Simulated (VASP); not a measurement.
Set up this calculation in VASP 6.6.1, as the native input.

```yaml
Task: single point
Functional: RPBE
Dispersion: D3(BJ)
Potentials_or_basis: VASP PAW PBE potentials, release 64 (Hf_pv, B)
Cutoff: 520 eV
k_mesh: 10 × 10 × 10
Occupations: fermi-dirac, width 0.05 eV
Spin: no spin polarisation
Dipole_correction: no
Further_INCAR_settings: ALGO = Normal; EDIFF = 1e-06; NBANDS = 14
```

The structure of HfB lies in POSCAR:

```
HfB
1.0
    0.0000000000      2.3053937448      2.3053937448
    2.3053937448      0.0000000000      2.3053937448
    2.3053937448      2.3053937448      0.0000000000
Hf B
1 1
Direct
    0.5000000000      0.5000000000      0.5000000000
    0.0000000000      0.0000000000      0.0000000000
```

One way to write it, as run:

INCAR

```
PREC = Accurate
ENCUT = 520
EDIFF = 1E-6
ISMEAR = -1
SIGMA = 0.05
LREAL = F
LASPH = T
NELM = 80
ALGO = Normal
ISIF = 2
LWAVE = F
LCHARG = F
GGA = RP
IVDW = 12
NBANDS = 14
```

KPOINTS

```
Automatic mesh
0
Gamma
  10 10 10
```

Potentials or basis: VASP PAW PBE potentials, release 64 (Hf_pv, B).

The run is started by

```console
$ cat potpaw_PBE.64/Hf_pv/POTCAR potpaw_PBE.64/B/POTCAR > POTCAR
$ mpirun -np 1 vasp_std > vasp.out
```

It gave:

The pressure is 0.8 GPa and the dispersion energy per atom is -2.579 eV.

Caveat: the PAW data sets were made with another functional, which shifts forces and pressure a little; pairwise dispersion overbinds metals, which lowers pressure and volume.

It took 4.7 s on 1 thread of Intel(R) Xeon(R) 6975P-C (Granite Rapids), on a shared host, peak memory 0.16 GiB.
